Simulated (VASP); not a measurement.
# CuO2 (Fm-3m) in VASP: further runs

The runs below take CuO2 through single point, with PBEsol.

Everything below comes from runs of VASP 6.6.1. Logs are shortened: lines on timing, memory, paths and dates and some standing lists are left out, and cuts for length are marked.

## Step 1: The cell of the first run

It takes space group Fm-3m (No. 225, cubic). The conventional cell has a = 4.769 Å, b = 4.769 Å, c = 4.769 Å, α = 90.00°, β = 90.00°, γ = 90.00°. Cu (site symmetry m-3m) has 8 O at 2.07 Å within 2.7 Å. Within 2.7 Å of O (site symmetry -43m) lie 4 Cu at 2.07 Å and 6 O at 2.38 Å.

## Step 2: Single point, PBEsol, collinear spin

INCAR

```
SYSTEM = CuO2
ALGO = Normal
EDIFF = 1E-6
ENCUT = 520
GGA = PS
ISIF = 2
ISMEAR = 0
ISPIN = 2
LASPH = .TRUE.
LCHARG = .TRUE.
LELF = .TRUE.
LMAXMIX = 4
LORBIT = 11
LREAL = .FALSE.
LVHAR = .TRUE.
LWAVE = .FALSE.
MAGMOM = 1 0 0
NBANDS = 22
NELM = 150
PREC = Accurate
SIGMA = 0.1
```

KPOINTS

```
k-points
0
G
  16 16 16
  0 0 0
```

POSCAR

```
CuO2
1.0
    0.0000000000      2.3844798777      2.3844798777
    2.3844798777      0.0000000000      2.3844798777
    2.3844798777      2.3844798777      0.0000000000
Cu O
1 2
Direct
    0.0000000000      0.0000000000      0.0000000000
    0.2500000000      0.2500000000      0.2500000000
    0.7500000000      0.7500000000      0.7500000000
```

Potentials or basis: VASP PAW PBE potentials, release 64 (Cu, O).

Run with:

```console
> cat potpaw_PBE.64/Cu/POTCAR potpaw_PBE.64/O/POTCAR > POTCAR
> mpirun -np 1 vasp_std > vasp.out
```

OUTCAR:

```text
SYSTEM = CuO2
   EDIFF = 1E-6
   ENCUT = 520
   GGA = PS
   ISIF = 2
   ISMEAR = 0
   ISPIN = 2
   LASPH = .TRUE.
   LORBIT = 11
   LREAL = .FALSE.
   NELM = 150
   PREC = Accurate

 ion  position               nearest neighbor table
   1  0.000  0.000  0.000-   3 2.07   3 2.07   3 2.07   2 2.07   3 2.07   2 2.07   2 2.07   2 2.07

   2  0.250  0.250  0.250-   1 2.07   1 2.07   1 2.07   1 2.07
   3  0.750  0.750  0.750-   1 2.07   1 2.07   1 2.07   1 2.07

  LATTYP: Found a face centered cubic cell.
 ALAT       =     4.7689597554

  Lattice vectors:

 A1 = (   0.0000000000,   2.3844798777,   2.3844798777)
 A2 = (   2.3844798777,   0.0000000000,   2.3844798777)
 A3 = (   2.3844798777,   2.3844798777,   0.0000000000)

Analysis of symmetry for initial positions (statically):
=====================================================================
 Subroutine PRICEL returns:
 Original cell was already a primitive cell.

 Routine SETGRP: Setting up the symmetry group for a
 face centered cubic supercell.

 Subroutine GETGRP returns: Found 48 space group operations
 (whereof 48 operations were pure point group operations)
 out of a pool of 48 trial point group operations.

The static configuration has the point symmetry O_h .

Analysis of symmetry for dynamics (positions and initial velocities):
=====================================================================
 Subroutine PRICEL returns:
 Original cell was already a primitive cell.

 Routine SETGRP: Setting up the symmetry group for a
 face centered cubic supercell.

 Subroutine GETGRP returns: Found 48 space group operations
 (whereof 48 operations were pure point group operations)
 out of a pool of 48 trial point group operations.

The dynamic configuration has the point symmetry O_h .

Analysis of structural, dynamic, and magnetic symmetry:
=====================================================================
 Subroutine PRICEL returns:
 Original cell was already a primitive cell.

 Routine SETGRP: Setting up the symmetry group for a
 face centered cubic supercell.

 Subroutine GETGRP returns: Found 48 space group operations
 (whereof 48 operations were pure point group operations)
 out of a pool of 48 trial point group operations.

The overall configuration has the point symmetry O_h .

 Subroutine INISYM returns: Found 48 space group operations
 (whereof 48 operations are pure point group operations),
 and found     1 'primitive' translations

----------------------------------------------------------------------------------------

                                     Primitive cell

  volume of cell :      27.1151

  direct lattice vectors                    reciprocal lattice vectors
     0.000000000  2.384479878  2.384479878    -0.209689335  0.209689335  0.209689335
     2.384479878  0.000000000  2.384479878     0.209689335 -0.209689335  0.209689335
     2.384479878  2.384479878  0.000000000     0.209689335  0.209689335 -0.209689335

  length of vectors
     3.372163782  3.372163782  3.372163782     0.363192582  0.363192582  0.363192582

  position of ions in fractional coordinates (direct lattice)
     0.000000000  0.000000000  0.000000000
     0.250000000  0.250000000  0.250000000
     0.750000000  0.750000000  0.750000000

  ion indices of the primitive-cell ions
   primitive index   ion index
                 1           1
                 2           2
                 3           3

----------------------------------------------------------------------------------------

 KPOINTS: k-points

Automatic generation of k-mesh.
 Grid dimensions read from file:
 generate k-points for:   16   16   16

 Generating k-lattice:

  Cartesian coordinates                     Fractional coordinates (reciprocal lattice)
    -0.013105583  0.013105583  0.013105583     0.062500000  0.000000000  0.000000000
     0.013105583 -0.013105583  0.013105583     0.000000000  0.062500000  0.000000000
     0.013105583  0.013105583 -0.013105583     0.000000000  0.000000000  0.062500000

  Length of vectors
     0.022699536  0.022699536  0.022699536

  Shift w.r.t. Gamma in fractional coordinates (k-lattice)
     0.000000000  0.000000000  0.000000000

 Subroutine IBZKPT returns following result:
 ===========================================

 Found    145 irreducible k-points:

 Following reciprocal coordinates:
            Coordinates               Weight
  0.000000  0.000000  0.000000      1.000000
  0.062500  0.000000  0.000000      8.000000
  0.125000  0.000000  0.000000      8.000000
  0.187500  0.000000  0.000000      8.000000
  0.250000  0.000000  0.000000      8.000000
  0.312500  0.000000  0.000000      8.000000
[... 16 lines left out ...]
 -0.125000  0.062500  0.000000     24.000000
 -0.062500  0.062500  0.000000     12.000000
 [... further k-points ...]
   k-points           NKPTS =    145   k-points in BZ     NKDIM =    145   number of bands    NBANDS=     22
   number of dos      NEDOS =    301   number of ions     NIONS =      3
   total plane-waves  NPLWV =  21952
   dimension x,y,z NGX =    28 NGY =   28 NGZ =   28
   dimension x,y,z NGXF=    56 NGYF=   56 NGZF=   56
   ions per type =               1   2
   NGX,Y,Z   is equivalent  to a cutoff of  13.80, 13.80, 13.80 a.u.
   NGXF,Y,Z  is equivalent  to a cutoff of  27.61, 27.61, 27.61 a.u.
 SYSTEM =  CuO2
   PREC   = accura    normal or accurate (medium, high low for compatibility)
   ISTART =      0    job   : 0-new  1-cont  2-samecut
   ICHARG =      2    charge: 1-file 2-atom 10-const
   ISPIN  =      2    spin polarized calculation?
   LNONCOLLINEAR =      F non collinear calculations
   LSORBIT =      F    spin-orbit coupling
   LASPH  =      T    aspherical Exc in radial PAW
   ENCUT  =  520.0 eV  38.22 Ry    6.18 a.u.   6.27  6.27  6.27*2*pi/ulx,y,z
   NELM   =    150;   NELMIN=  2; NELMDL= -5     # of ELM steps
   EDIFF  = 0.1E-05   stopping-criterion for ELM
   LREAL  =      F    real-space projection
   EDIFFG = 0.1E-04   stopping-criterion for IOM
   NSW    =      0    number of steps for IOM
   IBRION =     -1    ionic relax: 0-MD 1-quasi-New 2-CG
   NFREE  =      0    steps in history (QN), initial steepest desc. (CG)
   ISIF   =      2    stress and relaxation
   ISYM   =      2    0-nonsym 1-usesym 2-fastsym
   POTIM  = 0.5000    time-step for ionic-motion
   TEBEG  =    0.0;   TEEND  =   0.0 temperature during run
   PSTRESS=    0.0 pullay stress
   NELECT =      23.0000    total number of electrons
   NUPDOWN=      -1.0000    fix difference up-down
   EMIN   =  10.00;   EMAX   =-10.00  energy-range for DOS
   EFERMI =   0.00;   METHOD = LEGACY
   ISMEAR =     0;   SIGMA  =   0.10  broadening in eV -4-tet -1-fermi 0-gaus
   EFERMI_NEDOS =   21; number of points for ismear=-14 and -15
   IALGO  =     38    algorithm
   IMIX   =      4    mixing-type and parameters
     AMIX     =   0.40;   BMIX     =  1.00
     AMIX_MAG =   1.60;   BMIX_MAG =  1.00
  volume/ion in A,a.u.               =       9.04        60.99
  Fermi-wavevector in a.u.,A,eV,Ry     =   1.549698  2.928505 32.675267  2.401564
  Thomas-Fermi vector in A             =   2.654468
   LORBIT       =     11    0 simple, 1 ext, 2 COOP (PROOUT), +10 PAW based schemes
   GGA     = PS    functional components
   LHFCALC =     F    Hartree Fock is set to
   AEXX    =    0.0000 exact exchange contribution
   IVDW    =     0    specifies the selected vdW correction
   LEPSILON=     F    determine dielectric tensor
   LRPA    =     F    only Hartree local field effects (RPA)
 spin polarized calculation
 Gauss-broadening in eV      SIGMA  =   0.10
  energy-cutoff  :      520.00
  volume of cell :       27.12
 maximum number of plane-waves:       748
 NGX is ok and might be reduce to    28
   NGX = 13   NGY = 13   NGZ = 13

 number of electron      23.0000006 magnetization       1.9228811

 Free energy of the ion-electron system (eV)
  ---------------------------------------------------
  ext. energy  EPLUGINS =         0.00000000
  ---------------------------------------------------
  free energy    TOTEN  =       -14.43631901 eV

  energy without entropy =      -14.42482969  energy(sigma->0) =      -14.43057435

 E-fermi :   4.3954     XC(G=0): -12.3523

 val. band max:        4.3887955000   @ k =  -0.3750   0.3750   0.0000
 cond. band min:       4.3961329220   @ k =   0.5000   0.2500   0.0625
 fundamental gap:      0.0073374221
 Fermi energy:         4.3953894568

 spin component 1

 k-point     1 :       0.0000    0.0000    0.0000
  band No.  band energies     occupation
      1     -15.8835      1.00000
      2     -11.6851      1.00000
      3      -1.8573      1.00000
      4      -1.8573      1.00000
      5      -1.8573      1.00000
      6       1.4347      1.00000
[... 14 lines left out ...]
     21      32.5977      0.00000
     22      32.5977      0.00000
[... 552 lines left out ...]
  band No.  band energies     occupation
      1     -15.7783      1.00000
      2     -11.8129      1.00000
      3      -1.8344      1.00000
      4      -1.7686      1.00000
      5      -1.6399      1.00000
      6       1.3012      1.00000
[... 14 lines left out ...]
     21      32.1692      0.00000
     22      32.3922      0.00000

 [... further k-points ...]

 spin component 2

 k-point     1 :       0.0000    0.0000    0.0000
  band No.  band energies     occupation
      1     -14.9594      1.00000
      2     -10.4508      1.00000
      3      -1.0321      1.00000
      4      -1.0321      1.00000
      5      -1.0321      1.00000
      6       1.8704      1.00000
[... 14 lines left out ...]
     21      32.9405      0.00000
     22      32.9405      0.00000
[... 552 lines left out ...]
  band No.  band energies     occupation
      1     -14.8480      1.00000
      2     -10.5912      1.00000
      3      -1.0093      1.00000
      4      -0.9412      1.00000
      5      -0.8009      1.00000
      6       1.7700      1.00000
[... 14 lines left out ...]
     21      32.4849      0.00000
     22      32.7251      0.00000

 [... further k-points ...]
[... 5 lines left out ...]
  --------------------------------------------------------------------------------------
  -------------------------------------------------------------------------------------
  Total        0.1242312      0.1242312      0.1242312      0.0000000     -0.0000000     -0.0000000
  in kB        7.3405765      7.3405765      7.3405765      0.0000000     -0.0000000     -0.0000000
  external PRESSURE =       7.3405765 kB  Pullay stress =       0.0000000 kB

 VOLUME and BASIS-vectors are now :
 -----------------------------------------------------------------------------
  energy-cutoff  :      520.00
  volume of cell :       27.12
      direct lattice vectors                 reciprocal lattice vectors
     0.000000000  2.384479878  2.384479878    -0.209689335  0.209689335  0.209689335
     2.384479878  0.000000000  2.384479878     0.209689335 -0.209689335  0.209689335
     2.384479878  2.384479878  0.000000000     0.209689335  0.209689335 -0.209689335

 POSITION                                       TOTAL-FORCE (eV/Angst)
 -----------------------------------------------------------------------------------
      0.00000      0.00000      0.00000        -0.000000     -0.000000      0.000000
      1.19224      1.19224      1.19224         0.000000      0.000000      0.000000
      3.57672      3.57672      3.57672        -0.000000     -0.000000     -0.000000
 -----------------------------------------------------------------------------------
    total drift:                               -0.000000     -0.000000      0.000000

  FREE ENERGIE OF THE ION-ELECTRON SYSTEM (eV)
  ---------------------------------------------------
  free  energy   TOTEN  =       -14.4363190100 eV

  energy  without entropy=      -14.4248296854  energy(sigma->0) =      -14.43057435

 total charge

# of ion       s       p       d       tot
------------------------------------------
    1        0.353   0.454   8.978   9.785
    2        1.609   3.216   0.000   4.825
    3        1.609   3.216   0.000   4.825
--------------------------------------------------
tot          3.571   6.886   8.978  19.435

 magnetization (x)

# of ion       s       p       d       tot
------------------------------------------
    1       -0.019  -0.020   0.611   0.572
    2        0.008   0.592   0.000   0.600
    3        0.008   0.592   0.000   0.600
--------------------------------------------------
tot         -0.002   1.163   0.611   1.772
```

It took 7.9 min on 1 thread of Intel Xeon 8259CL, shared host; peak memory 0.27 GiB.

What came out:

| Quantity | Value |
| --- | --- |
| Free energy | -14.4363 eV |
| Pressure | 0.7 GPa |
| Net moment | 1.92 μB per cell |
| Site moments | Cu +0.57; O +0.60 μB |
| Valence electrons inside the program's atomic spheres | Cu 9.79; O 4.83 |

Levels at points of the mesh, in eV from the Fermi level:
Spin up:
```tsv
k point	band 9	band 10	band 11	band 12	band 13	band 14	band 15	band 16	band 17	band 18
(0.00, 0.00, 0.00)	-1.42	-1.42	-0.34	-0.34	-0.34	6.00	11.99	11.99	11.99	18.75
(0.50, 0.00, 0.00)	-2.92	-2.92	-2.44	-0.20	-0.20	9.98	10.83	15.85	15.85	19.20
(0.50, 0.50, 0.00)	-2.55	-2.55	-0.33	0.33	0.33	8.74	12.32	12.75	17.34	17.34
```
Spin down:
| k point | band 6 | band 7 | band 8 | band 9 | band 10 | band 11 | band 12 | band 13 | band 14 | band 15 |
| --- | --- | --- | --- | --- | --- | --- | --- | --- | --- | --- |
| (0.00, 0.00, 0.00) | -2.52 | -2.52 | -0.24 | -0.24 | -0.24 | 0.74 | 0.74 | 0.74 | 6.41 | 12.05 |
| (0.50, 0.00, 0.00) | -2.80 | -2.41 | -2.41 | -2.29 | -2.29 | -1.53 | 0.86 | 0.86 | 10.59 | 11.30 |
| (0.50, 0.50, 0.00) | -3.07 | -3.07 | -2.33 | -2.07 | -1.66 | 0.95 | 1.57 | 1.57 | 8.92 | 12.62 |

Caveat: the PAW data sets were made with another functional, which shifts forces and pressure a little; a cell with one magnetic atom can't hold antiferromagnetic order, which such compounds often take; semilocal functionals often make such compounds metallic where correlation or magnetic order opens a gap, which also shifts bond lengths. With open d or f shells a metallic result of PBEsol can be an artefact of self-interaction; +U or a hybrid may open a gap.

## Step 3: Single point, PBEsol, collinear spin

INCAR

```
ALGO = Normal
EDIFF = 1E-7
ENCUT = 520
GGA = PS
ISIF = 2
ISMEAR = 0
ISPIN = 2
LASPH = True
LCHARG = False
LMAXMIX = 4
LORBIT = 11
LREAL = False
LWAVE = False
MAGMOM = 2.5 0 0
NBANDS = 22
NELM = 150
PREC = Accurate
SIGMA = 0.1
```

KPOINTS

```
k-points
0
Gamma
  16 16 16
```

POSCAR is that of step 2.

Potentials or basis: VASP PAW PBE potentials, release 64 (Cu, O).

Run with:

```console
> cat potpaw_PBE.64/Cu/POTCAR potpaw_PBE.64/O/POTCAR > POTCAR
> mpirun -np 1 vasp_std > vasp.out
```

It took 8.2 min on 1 thread of Intel Xeon 8259CL, shared host; peak memory 0.27 GiB.

The run converged. Its results:

```
Free energy                                           : -14.4363 eV
Pressure                                              : 0.8 GPa
Net moment                                            : 1.92 μB per cell
Site moments                                          : Cu +0.57; O +0.60 μB
Valence electrons inside the program's atomic spheres : Cu 9.79; O 4.83
```

Levels at points of the mesh, in eV from the Fermi level:
Spin up:
| k point | band 11 | band 12 | band 13 | band 14 | band 15 | band 16 |
| --- | --- | --- | --- | --- | --- | --- |
| (0.00, 0.00, 0.00) | -0.34 | -0.34 | -0.34 | 6.00 | 11.99 | 11.99 |
| (0.50, 0.00, 0.00) | -2.44 | -0.20 | -0.20 | 9.98 | 10.83 | 15.85 |
| (0.50, 0.50, 0.00) | -0.33 | 0.33 | 0.33 | 8.74 | 12.32 | 12.75 |
Spin down:
```tsv
k point	band 7	band 8	band 9	band 10	band 11	band 12	band 13	band 14
(0.00, 0.00, 0.00)	-2.53	-0.24	-0.24	-0.24	0.74	0.74	0.74	6.41
(0.50, 0.00, 0.00)	-2.41	-2.41	-2.29	-2.29	-1.53	0.86	0.86	10.59
(0.50, 0.50, 0.00)	-3.07	-2.33	-2.07	-1.66	0.95	1.57	1.57	8.92
```

Caveat: the PAW data sets were made with another functional, which shifts forces and pressure a little; a cell with one magnetic atom can't hold antiferromagnetic order, which such compounds often take; semilocal functionals often make such compounds metallic where correlation or magnetic order opens a gap, which also shifts bond lengths. With open d or f shells a metallic result of PBEsol can be an artefact of self-interaction; +U or a hybrid may open a gap.
